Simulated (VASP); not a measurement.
# TaN (Fm-3m) in VASP: further runs, part 2 of 2

VASP 6.6.1.

## 3. Single point, PBE0

This run uses another cell than the first one, of 10.81 Å³/atom.

Input file POSCAR:

```
TaN
1.0
    0.0000000000      2.2113230000      2.2113230000
    2.2113230000      0.0000000000      2.2113230000
    2.2113230000      2.2113230000      0.0000000000
Ta N
1 1
Direct
    0.5000000000      0.5000000000      0.5000000000
    0.0000000000      0.0000000000      0.0000000000
```

Input file INCAR.step1:

```
PREC = Accurate
ENCUT = 520
EDIFF = 1E-5
ISMEAR = -1
SIGMA = 0.05
LREAL = F
LASPH = T
NELM = 100
ALGO = Normal
ISIF = 2
LWAVE = T
GGA = PE
NBANDS = 15
```

Input file INCAR.step2:

```
PREC = Accurate
ENCUT = 520
EDIFF = 1E-6
ISMEAR = -1
SIGMA = 0.05
LREAL = F
LASPH = T
NELM = 100
ALGO = Normal
ISIF = 2
LWAVE = F
LCHARG = T
GGA = PE
LHFCALC = T
AEXX = 0.25
PRECFOCK = Normal
LELF = T
LVHAR = T
ISTART = 1
NBANDS = 15
```

Input file KPOINTS:

```
Automatic mesh
0
Gamma
  6 6 6
```

Potentials or basis: VASP PAW PBE potentials, release 64 (Ta_pv, N).

Command:

```bash
$ cat potpaw_PBE.64/Ta_pv/POTCAR potpaw_PBE.64/N/POTCAR > POTCAR
$ cp INCAR.step1 INCAR
$ mpirun -np 1 vasp_std > vasp.out
$ cp INCAR.step2 INCAR
$ mpirun -np 1 vasp_std > vasp.out
```

OUTCAR:

```text
PREC = Accurate
   ENCUT = 520
   EDIFF = 1E-6
   ISMEAR = -1
   LREAL = F
   LASPH = T
   NELM = 100
   ISIF = 2
   GGA = PE
   LHFCALC = T
   AEXX = 0.25
   PRECFOCK = Normal
   ISTART = 1

 ion  position               nearest neighbor table
   1  0.500  0.500  0.500-   2 2.21   2 2.21   2 2.21   2 2.21   2 2.21   2 2.21
   2  0.000  0.000  0.000-   1 2.21   1 2.21   1 2.21   1 2.21   1 2.21   1 2.21

  LATTYP: Found a face centered cubic cell.
 ALAT       =     4.4226460000

  Lattice vectors:

 A1 = (   0.0000000000,   2.2113230000,   2.2113230000)
 A2 = (   2.2113230000,   0.0000000000,   2.2113230000)
 A3 = (   2.2113230000,   2.2113230000,   0.0000000000)

Analysis of symmetry for initial positions (statically):
=====================================================================
 Subroutine PRICEL returns:
 Original cell was already a primitive cell.

 Routine SETGRP: Setting up the symmetry group for a
 face centered cubic supercell.

 Subroutine GETGRP returns: Found 48 space group operations
 (whereof 48 operations were pure point group operations)
 out of a pool of 48 trial point group operations.

The static configuration has the point symmetry O_h .

Analysis of symmetry for dynamics (positions and initial velocities):
=====================================================================
 Subroutine PRICEL returns:
 Original cell was already a primitive cell.

 Routine SETGRP: Setting up the symmetry group for a
 face centered cubic supercell.

 Subroutine GETGRP returns: Found 48 space group operations
 (whereof 48 operations were pure point group operations)
 out of a pool of 48 trial point group operations.

The dynamic configuration has the point symmetry O_h .

 Subroutine INISYM returns: Found 48 space group operations
 (whereof 48 operations are pure point group operations),
 and found     1 'primitive' translations

----------------------------------------------------------------------------------------

                                     Primitive cell
[... 118 lines left out ...]
   IVDW    =     0    specifies the selected vdW correction
   LEPSILON=     F    determine dielectric tensor
   LRPA    =     F    only Hartree local field effects (RPA)
 non-spin polarized calculation
  energy-cutoff  :      520.00
  volume of cell :       21.63
 maximum number of plane-waves:       589
  NGX = 18; NGY = 18; NGZ = 18

 number of electron      16.0000003 magnetization

 Free energy of the ion-electron system (eV)
  ---------------------------------------------------
  ext. energy  EPLUGINS =         0.00000000
  ---------------------------------------------------
  free energy    TOTEN  =       -27.20547370 eV

  energy without entropy =      -27.20330976  energy(sigma->0) =      -27.20439173

 E-fermi :   9.4310     XC(G=0): -10.4769

 val. band max:        9.3758627178   @ k =   0.3333   0.0000   0.0000
 cond. band min:       9.8325208311   @ k =   0.1667   0.1667   0.0000
 fundamental gap:      0.4566581133
 Fermi energy:         9.4309995376

 k-point     1 :       0.0000    0.0000    0.0000
  band No.  band energies     occupation
      1     -29.5054      2.00000
      2     -29.5054      2.00000
      3     -29.5054      2.00000
      4     -12.1028      2.00000
      5       4.4974      2.00000
      6       4.4974      2.00000
      7       4.4974      2.00000
      8       6.6667      2.00000
      9       6.6667      2.00000
     10       6.6667      2.00000
     11      10.1804      0.00000
     12      10.1804      0.00000
     13      11.6828      0.00000
     14      19.6145      0.00000
[... 257 lines left out ...]
      2     -29.9364      2.00000
      3     -29.8289      2.00000
      4     -10.2584      2.00000
      5       1.1212      2.00000
      6       1.1467      2.00000
      7       1.4303      2.00000
      8       6.6703      2.00000
      9      11.6077      0.00000
     10      13.8012      0.00000
     11      13.9276      0.00000
     12      15.2139      0.00000
     13      19.2065      0.00000
     14      21.0083      0.00000
     15      23.8965      0.00000

------------------------ aborting loop because EDIFF is reached ----------------------------------------

  FORCE on cell =-STRESS in cart. coord.  units (eV):
  Direction    XX          YY          ZZ          XY          YZ          ZX
  --------------------------------------------------------------------------------------
  -------------------------------------------------------------------------------------
  Total       -1.3175649     -1.3175649     -1.3175649      0.0000000     -0.0000000      0.0000000
  in kB      -97.6103889    -97.6103889    -97.6103889      0.0000000     -0.0000000      0.0000000
  external PRESSURE =     -97.6103889 kB  Pullay stress =       0.0000000 kB

 VOLUME and BASIS-vectors are now :
 -----------------------------------------------------------------------------
  energy-cutoff  :      520.00
  volume of cell :       21.63
      direct lattice vectors                 reciprocal lattice vectors
     0.000000000  2.211323000  2.211323000    -0.226108985  0.226108985  0.226108985
     2.211323000  0.000000000  2.211323000     0.226108985 -0.226108985  0.226108985
     2.211323000  2.211323000  0.000000000     0.226108985  0.226108985 -0.226108985

 POSITION                                       TOTAL-FORCE (eV/Angst)
 -----------------------------------------------------------------------------------
      2.21132      2.21132      2.21132         0.000000      0.000000      0.000000
      0.00000      0.00000      0.00000         0.000000     -0.000000     -0.000000
 -----------------------------------------------------------------------------------
    total drift:                                0.000000      0.000000      0.000000

  FREE ENERGIE OF THE ION-ELECTRON SYSTEM (eV)
  ---------------------------------------------------
  free  energy   TOTEN  =       -27.2054737007 eV

  energy  without entropy=      -27.2033097642  energy(sigma->0) =      -27.20439173
```

Wall time 36 min (1 thread of Oxide Virtual Turin-like, shared host); peak memory 0.13 GiB.

What came out:

```
Free energy            : -27.2055 eV
Pressure               : -9.8 GPa
Band gap on the k mesh : zero (bands 8 and 9 overlap by 5.29 eV)
```

Caveat: the k points lie up to 0.41 Å⁻¹ apart, too coarse for converged energies and pressures of a metal; the PAW data sets were made with another functional, which shifts forces and pressure a little; spin-orbit coupling is left out, which moves the levels of the heavy elements.
